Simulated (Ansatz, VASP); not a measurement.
Given: the input of a run of VASP 6.6.1 on Re.

POSCAR

```
Re
1.0
    0.0000000000      1.9352312552      1.9352312552
    1.9352312552      0.0000000000      1.9352312552
    1.9352312552      1.9352312552      0.0000000000
Re
1
Direct
    0.0000000000      0.0000000000      0.0000000000
```

Contents of INCAR.step1:

```
  PREC = Accurate
  ENCUT = 520
  EDIFF = 1E-5
  ISMEAR = 1
  SIGMA = 0.01
  LREAL = F
  LASPH = T
  NELM = 60
  ALGO = Normal
  ISIF = 2
  LWAVE = T
  LCHARG = F
  NBANDS = 10
  GGA = PE
```

The input INCAR.step2:

```
  PREC = Accurate
  ENCUT = 520
  EDIFF = 1E-6
  ISMEAR = 1
  SIGMA = 0.01
  LREAL = F
  LASPH = T
  NELM = 60
  ALGO = Normal
  ISIF = 2
  LWAVE = F
  LCHARG = F
  GGA = B3
  LHFCALC = T
  AEXX = 0.2
  AGGAX = 0.72
  AGGAC = 0.81
  ALDAC = 0.19
  PRECFOCK = Normal
  IVDW = 13
  NBANDS = 10
  ISTART = 1
```

File KPOINTS:

```
Automatic mesh
0
Gamma
  8 8 8
```

Potentials or basis: VASP PAW PBE potentials, release 64 (Re).

Launch:

```bash
$ cat potpaw_PBE.64/Re/POTCAR > POTCAR
$ cp INCAR.step1 INCAR
$ mpirun -np 1 vasp_std > vasp.out
$ cp INCAR.step2 INCAR
$ mpirun -np 1 vasp_std > vasp.out
```

Translate it to Ansatz 0.2.0. Potentials there: Ansatz PAW.

As run (the cutoff follows the program's own potentials):

The input input.yaml:

```yaml
crystal:
  lattice:
    - [0.0, 1.9352312552, 1.9352312552]
    - [1.9352312552, 0.0, 1.9352312552]
    - [1.9352312552, 1.9352312552, 0.0]
  atoms:
    - { symbol: Re, position: [0.0, 0.0, 0.0] }
hamiltonian:
  xc: b3lyp
  pseudopotentials: { kind: paw }
  dispersion: d4
kpoints:
  mp_grid: { grid: [8, 8, 8] }
scf:
  occupations: { method: methfessel_paxton, width: 0.01 }
output:
  forces: true
  stress: true
  eigenvalues: true
```

Potentials or basis: Ansatz PAW.

Launch:

```console
$ ansatz run input.yaml --threads 1 --pin off --max-ram 2560MiB --backend cpu --events-out ev --progress --plain --runs-dir out
```

Both were run:

|  | VASP | Ansatz | Ansatz less VASP |
| --- | --- | --- | --- |
| gap on the k mesh at the Fermi level (eV) | none | none | - |
| pressure (GPa) | 1.7 | 2.4 | +0.71 |

VASP's potentials were made for PBE, not for B3LYP. A gap of «none» marks a metal or a gap that the smearing closes. VASP's potentials hold 7 valence electrons a cell and Ansatz's 15, so a difference there can come from the potentials and not from the codes.

Spin-orbit coupling is off throughout.
